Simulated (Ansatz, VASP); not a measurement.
**Two plane-wave programs on CaSe**

```xyz
2
Lattice="0.0000 2.9560 2.9560 2.9560 0.0000 2.9560 2.9560 2.9560 0.0000" Properties=species:S:1:pos:R:3 pbc="T T T"
Ca    0.0000    0.0000    0.0000
Se    2.9560    2.9560    2.9560
```

Alike in both runs: task relaxation of cell and atoms; functional PBEsol; k mesh 14 × 14 × 14; occupations fermi-dirac, width 0.1 eV; no spin polarisation.

```csv
,VASP,Ansatz
version,VASP 6.6.1,Ansatz 0.2.0
potentials or method,"VASP PAW PBE potentials, release 64 (Ca_sv, Se)","PAW with Ansatz's default frozen-core files, scalar-relativistic"
plane-wave cutoff (eV),600,420
valence electrons in the cell,16,26
```

```csv
,VASP,Ansatz,Ansatz less VASP
relaxed volume (Å³/atom),25.37,25.27,-0.103
relaxed length of the cell vector where the two differ most in proportion (Å),4.156,4.150,-0.0056
```

VASP's potentials were made for PBE, not for PBEsol. VASP's potentials hold 16 valence electrons a cell and Ansatz's 26, so a difference there can come from the potentials and not from the codes.
